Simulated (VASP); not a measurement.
Write the native input for VASP 6.6.1 that does the following.

```
Task                   : single point
Functional             : LDA
Potentials or basis    : VASP PAW LDA potentials, release 64 (Ti_sv, Cd)
Cutoff                 : 520 eV
k mesh                 : 14 × 14 × 14
Occupations            : methfessel-paxton, width 0.05 eV
Spin                   : no spin polarisation
Dipole correction      : no
Further INCAR settings : ALGO = Normal; EDIFF = 1e-06; NBANDS = 25
```

The structure of Ti2Cd lies in POSCAR:

```
Ti2Cd
1.0
   -1.4325000000      1.4325000000      6.7100000000
    1.4325000000     -1.4325000000      6.7100000000
    1.4325000000      1.4325000000     -6.7100000000
Ti Cd
2 1
Direct
    0.3240000000      0.3240000000      0.0000000000
    0.6760000000      0.6760000000      0.0000000000
    0.0000000000      0.0000000000      0.0000000000
```

These files were run (other wordings do the same):

INCAR

```
ALGO     = Normal         # electronic algorithm
EDIFF    = 1E-6           # SCF threshold, eV
ENCUT    = 520            # plane-wave cutoff, eV
ISIF     = 2              # what is computed and relaxed
ISMEAR   = 1              # smearing method
LASPH    = T              # aspherical terms in the spheres
LCHARG   = T              # write CHGCAR
LELF     = T              # ELF
LREAL    = F              # projectors in reciprocal space
LVHAR    = T            
LWAVE    = F              # write WAVECAR
NBANDS   = 25             # bands
NELM     = 80             # most SCF steps
PREC     = Accurate       # precision mode
SIGMA    = 0.05           # smearing width, eV
```

KPOINTS

```
k-points
0
Gamma
  14 14 14
```

Potentials or basis: VASP PAW LDA potentials, release 64 (Ti_sv, Cd).

Run with:

```bash
$ cat potpaw_LDA.64/Ti_sv/POTCAR potpaw_LDA.64/Cd/POTCAR > POTCAR
$ mpirun -np 1 vasp_std > vasp.out
```

It gave:

```json
{
 "Pressure": "-7.9 GPa",
 "Largest force": "0.326 eV/Å",
 "Band gap on the k mesh": "zero (bands 18 and 19 overlap by 0.45 eV)"
}
```

Caveat: the cell stands under tension.

It took 15 min on 1 thread of Intel(R) Xeon(R) Platinum 8488C (Sapphire Rapids), with other jobs on the host, peak memory 0.54 GiB.
